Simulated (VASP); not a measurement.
Input of a VASP 6.6.1 run:

The input INCAR:

```
  ALGO = Normal
  EDIFF = 1E-6
  ENCUT = 520
  GGA = PE
  ISIF = 2
  ISMEAR = 0
  LASPH = True
  LCHARG = False
  LREAL = False
  LWAVE = False
  NBANDS = 36
  NELM = 100
  PREC = Accurate
  SIGMA = 0.1
```

KPOINTS

```
k-points
0
Gamma
  4 4 4
```

POSCAR

```
MgCdC4N4
1.0
    6.2647184822      0.0000000000      0.0000000000
    0.0000000000      6.2647184822      0.0000000000
    0.0000000000      0.0000000000      6.2647184822
Mg Cd C N
1 1 4 4
Direct
    0.5000000000      0.5000000000      0.5000000000
    0.0000000000      0.0000000000      0.0000000000
    0.2047141825      0.2047141825      0.2047141825
    0.2047141825      0.7952858175      0.7952858175
    0.7952858175      0.2047141825      0.7952858175
    0.7952858175      0.7952858175      0.2047141825
    0.3119660312      0.3119660312      0.3119660312
    0.3119660312      0.6880339688      0.6880339688
    0.6880339688      0.3119660312      0.6880339688
    0.6880339688      0.6880339688      0.3119660312
```

Potentials or basis: VASP PAW PBE potentials, release 64 (Mg, Cd, C, N).

The run is started by

```console
$ cat potpaw_PBE.64/Mg/POTCAR potpaw_PBE.64/Cd/POTCAR potpaw_PBE.64/C/POTCAR potpaw_PBE.64/N/POTCAR > POTCAR
$ mpirun -np 1 vasp_std > vasp.out
```

Q: What does it give for the largest force?

A: 0.415 eV/Å.

Q: What does it give for the band gap on the k mesh?

A: 6.15 eV (least direct gap 6.28 eV).

Q: Estimate the pressure.

A: 0.7 GPa.

Forces in eV/Å, atoms in the order of the input:
```
Mg   0.000  0.000  0.000
Cd   0.000  0.000  0.000
C   -0.217 -0.217 -0.217
C   -0.217  0.217  0.217
C    0.217 -0.217  0.217
C    0.217  0.217 -0.217
N    0.239  0.239  0.239
N    0.239 -0.239 -0.239
N   -0.239  0.239 -0.239
N   -0.239 -0.239  0.239
```

A k mesh can miss the band edges.
